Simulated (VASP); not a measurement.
# Sc (P6_3/mmc) in VASP: further runs, part 2 of 2

VASP 6.6.1. The steps go on from the part before.

## Step 3: Single point, PBEsol

This run uses another cell than the first one, of 22.90 Å³/atom.

INCAR

```
PREC = Accurate
ENCUT = 520
EDIFF = 1E-6
ISMEAR = -1
SIGMA = 0.05
LREAL = False
LASPH = True
NELM = 60
ALGO = Fast
ISIF = 2
LWAVE = False
LCHARG = False
GGA = PS
NBANDS = 18
```

KPOINTS

```
regular mesh
0
Gamma
  9 9 5
```

POSCAR

```
Sc
1.0
    3.2415757328      0.0000000000      0.0000000000
   -1.6207878664      2.8072869329      0.0000000000
    0.0000000000      0.0000000000      5.0326487573
Sc
2
Direct
    0.6666666667      0.3333333333      0.7500000000
    0.3333333333      0.6666666667      0.2500000000
```

Potentials or basis: VASP PAW PBE potentials, release 64 (Sc_sv).

Command:

```sh
$ cat potpaw_PBE.64/Sc_sv/POTCAR > POTCAR
$ mpirun -np 1 vasp_std > vasp.out
```

OUTCAR:

```text
PREC = Accurate
   ENCUT = 520
   EDIFF = 1E-6
   ISMEAR = -1
   LREAL = False
   LASPH = True
   NELM = 60
   ISIF = 2
   GGA = PS

 ion  position               nearest neighbor table
   1  0.667  0.333  0.750-   2 3.14   2 3.14   2 3.14   2 3.14   2 3.14   2 3.14
   2  0.333  0.667  0.250-   1 3.14   1 3.14   1 3.14   1 3.14   1 3.14   1 3.14

  LATTYP: Found a hexagonal cell.
 ALAT       =     3.2415757328
 C/A-ratio  =     1.5525315995

  Lattice vectors:

 A1 = (   3.2415757328,   0.0000000000,   0.0000000000)
 A2 = (  -1.6207878664,   2.8072869329,   0.0000000000)
 A3 = (   0.0000000000,   0.0000000000,   5.0326487573)

Analysis of symmetry for initial positions (statically):
=====================================================================
 Subroutine PRICEL returns:
 Original cell was already a primitive cell.

 Routine SETGRP: Setting up the symmetry group for a
 hexagonal supercell.

 Subroutine GETGRP returns: Found 24 space group operations
 (whereof 12 operations were pure point group operations)
 out of a pool of 24 trial point group operations.

The static configuration has the point symmetry D_3d.
 The point group associated with its full space group is D_6h.

Analysis of symmetry for dynamics (positions and initial velocities):
=====================================================================
 Subroutine PRICEL returns:
 Original cell was already a primitive cell.

 Routine SETGRP: Setting up the symmetry group for a
 hexagonal supercell.

 Subroutine GETGRP returns: Found 24 space group operations
 (whereof 12 operations were pure point group operations)
 out of a pool of 24 trial point group operations.

The dynamic configuration has the point symmetry D_3d.
 The point group associated with its full space group is D_6h.

 Subroutine INISYM returns: Found 24 space group operations
[... 111 lines left out ...]
   EFERMI =   0.00;   METHOD = LEGACY
   ISMEAR =    -1;   SIGMA  =   0.05  broadening in eV -4-tet -1-fermi 0-gaus
   EFERMI_NEDOS =   21; number of points for ismear=-14 and -15
   IALGO  =     68    algorithm
   IMIX   =      4    mixing-type and parameters
     AMIX     =   0.40;   BMIX     =  1.00
     AMIX_MAG =   1.60;   BMIX_MAG =  1.00
  volume/ion in A,a.u.               =      22.90       154.53
  Fermi-wavevector in a.u.,A,eV,Ry     =   1.282141  2.422896 22.366428  1.643886
  Thomas-Fermi vector in A             =   2.414470
   LORBIT       =      0    0 simple, 1 ext, 2 COOP (PROOUT), +10 PAW based schemes
   GGA     = PS    functional components
   LHFCALC =     F    Hartree Fock is set to
   AEXX    =    0.0000 exact exchange contribution
   IVDW    =     0    specifies the selected vdW correction
   LEPSILON=     F    determine dielectric tensor
   LRPA    =     F    only Hartree local field effects (RPA)
 non-spin polarized calculation
 RMM-DIIS sequential band-by-band and
  energy-cutoff  :      520.00
  volume of cell :       45.80
 maximum number of plane-waves:      1250
   NGX = 13   NGY = 13   NGZ = 19

 number of electron      22.0000004 magnetization

 Free energy of the ion-electron system (eV)
  ---------------------------------------------------
  ext. energy  EPLUGINS =         0.00000000
  ---------------------------------------------------
  free energy    TOTEN  =       -13.21602389 eV

  energy without entropy =      -13.18284308  energy(sigma->0) =      -13.19943349

 E-fermi :   4.0154     XC(G=0): -10.2951

 val. band max:        4.0128378174   @ k =   0.4444   0.1111   0.4000
 cond. band min:       4.0171983910   @ k =   0.3333  -0.0000   0.4000
 fundamental gap:      0.0043605737
 Fermi energy:         4.0154178757

 k-point     1 :       0.0000    0.0000    0.0000
  band No.  band energies     occupation
      1     -45.0056      2.00000
      2     -44.9052      2.00000
      3     -24.0014      2.00000
      4     -23.5528      2.00000
      5     -23.5528      2.00000
      6     -23.4664      2.00000
[... 481 lines left out ...]
      5     -23.8136      2.00000
      6     -23.6632      2.00000
[... 10 lines left out ...]
     17       7.9457      0.00000
     18       7.9475      0.00000

 [... further k-points ...]

------------------------ aborting loop because EDIFF is reached ----------------------------------------

  FORCE on cell =-STRESS in cart. coord.  units (eV):
  Direction    XX          YY          ZZ          XY          YZ          ZX
  --------------------------------------------------------------------------------------
  -------------------------------------------------------------------------------------
  Total        0.5722703      0.5722703      0.5717560      0.0000000      0.0000000     -0.0000000
  in kB       20.0203760     20.0203760     20.0023812      0.0000000      0.0000000     -0.0000000
  external PRESSURE =      20.0143777 kB  Pullay stress =       0.0000000 kB

 VOLUME and BASIS-vectors are now :
 -----------------------------------------------------------------------------
  energy-cutoff  :      520.00
  volume of cell :       45.80
      direct lattice vectors                 reciprocal lattice vectors
     3.241575733  0.000000000  0.000000000     0.308491944  0.178107907  0.000000000
    -1.620787866  2.807286933  0.000000000     0.000000000  0.356215814  0.000000000
     0.000000000  0.000000000  5.032648757     0.000000000  0.000000000  0.198702522

 POSITION                                       TOTAL-FORCE (eV/Angst)
 -----------------------------------------------------------------------------------
      1.62079      0.93576      3.77449         0.000000      0.000000      0.000000
     -0.00000      1.87152      1.25816        -0.000000     -0.000000      0.000000
 -----------------------------------------------------------------------------------
    total drift:                               -0.000000      0.000000     -0.000000

  FREE ENERGIE OF THE ION-ELECTRON SYSTEM (eV)
  ---------------------------------------------------
  free  energy   TOTEN  =       -13.2160238939 eV

  energy  without entropy=      -13.1828430837  energy(sigma->0) =      -13.19943349
```

stdout:

```text
POSCAR found type information on POSCAR Sc
 POSCAR found :  1 types and       2 ions
 scaLAPACK will be used
 -----------------------------------------------------------------------------
|                                                                             |
|                                                                             |
|     You enforced a specific xc type in the INCAR file but a different       |
|     I HOPE YOU KNOW WHAT YOU ARE DOING!                                     |
|                                                                             |
 -----------------------------------------------------------------------------

 LDA part: xc-table for (Slater+PW92), standard interpolation
 POSCAR, INCAR and KPOINTS ok, starting setup
 FFT: planning ... GRIDC
 FFT: planning ... GRID_SOFT
 FFT: planning ... GRID
 WAVECAR not read
 entering main loop
```

Wall time 30 s (1 thread of AMD EPYC 7R13 (Zen 3), shared host); peak memory 0.13 GiB.

What came out:

```yaml
Free_energy: -13.2160 eV
Pressure: 2.0 GPa
Band_gap_on_the_k_mesh: zero (bands 11 and 12 overlap by 1.44 eV)
```

Levels at points of the mesh, in eV from the Fermi level:
```csv
k point,band 9,band 10,band 11,band 12,band 13,band 14
"(0.00, 0.00, 0.00)",-5.27,-1.75,0.82,1.67,1.67,1.98
```

Caveat: the PAW data sets were made with another functional, which shifts forces and pressure a little.

## Step 4: Single point, PBEsol

This run uses another cell than the first one, of 23.67 Å³/atom.

INCAR

```
PREC     = Accurate       # precision mode
ENCUT    = 520            # plane-wave cutoff, eV
EDIFF    = 1E-6           # SCF threshold, eV
ISMEAR   = -1             # smearing method
SIGMA    = 0.05           # smearing width, eV
LREAL    = F              # projectors in reciprocal space
LASPH    = T              # aspherical terms in the spheres
NELM     = 100            # most SCF steps
ALGO     = Normal         # electronic algorithm
ISIF     = 2              # what is computed and relaxed
LWAVE    = F              # write WAVECAR
LCHARG   = T              # write CHGCAR
GGA      = PS             # functional
LELF     = T              # ELF
LVHAR    = T            
NBANDS   = 18             # bands
```

KPOINTS is that of step 3.

POSCAR

```
Sc
1.0
    3.2759274128      0.0000000000      0.0000000000
   -1.6379637064      2.8370363604      0.0000000000
    0.0000000000      0.0000000000      5.0938047383
Sc
2
Direct
    0.6666666667      0.3333333333      0.7500000000
    0.3333333333      0.6666666667      0.2500000000
```

Command:

```sh
$ cat potpaw_PBE.64/Sc_sv/POTCAR > POTCAR
$ mpirun -np 1 vasp_std > vasp.out
```

Run time: 23 s. Hardware: 1 thread of AMD EPYC 7R13 (Zen 3), shared host; peak memory 0.14 GiB.

It converged, with:

```yaml
Free_energy: -13.2264 eV
Pressure: 0.0 GPa
Band_gap_on_the_k_mesh: zero (bands 11 and 12 overlap by 1.34 eV)
```

Levels at points of the mesh, in eV from the Fermi level:
| k point | band 8 | band 9 | band 10 | band 11 | band 12 | band 13 | band 14 | band 15 |
| --- | --- | --- | --- | --- | --- | --- | --- | --- |
| (0.00, 0.00, 0.00) | -27.56 | -5.21 | -1.70 | 0.73 | 1.63 | 1.63 | 1.92 | 2.11 |

Caveat: the PAW data sets were made with another functional, which shifts forces and pressure a little.

## Step 5: Summary

| cell | gap on the mesh (eV) | pressure (GPa) |
| --- | --- | --- |
| a = 3.197, b = 3.197, c = 4.953 Å, angles 90.0, 90.0, 120.0°, 2 atoms | none | 5.0 |
| a = 3.242, b = 3.242, c = 5.033 Å, angles 90.0, 90.0, 120.0°, 2 atoms | none | 2.0 |
| a = 3.276, b = 3.276, c = 5.094 Å, angles 90.0, 90.0, 120.0°, 2 atoms | none | 0.0 |

Alike in all rows: task single point; level PBEsol; potentials or basis VASP PAW PBE potentials, release 64 (Sc_sv); no spin polarisation; k mesh 9 × 9 × 5; cutoff (eV) 520; smearing fermi-dirac 0.05 eV.

Caveats: the PAW data sets were made with another functional, which shifts forces and pressure a little; the cell stands under pressure (at least some runs).

Absolute energies hang on the potentials; compare differences alone.

The gap in the log of VASP goes by the Fermi energy; the results here count the filled bands.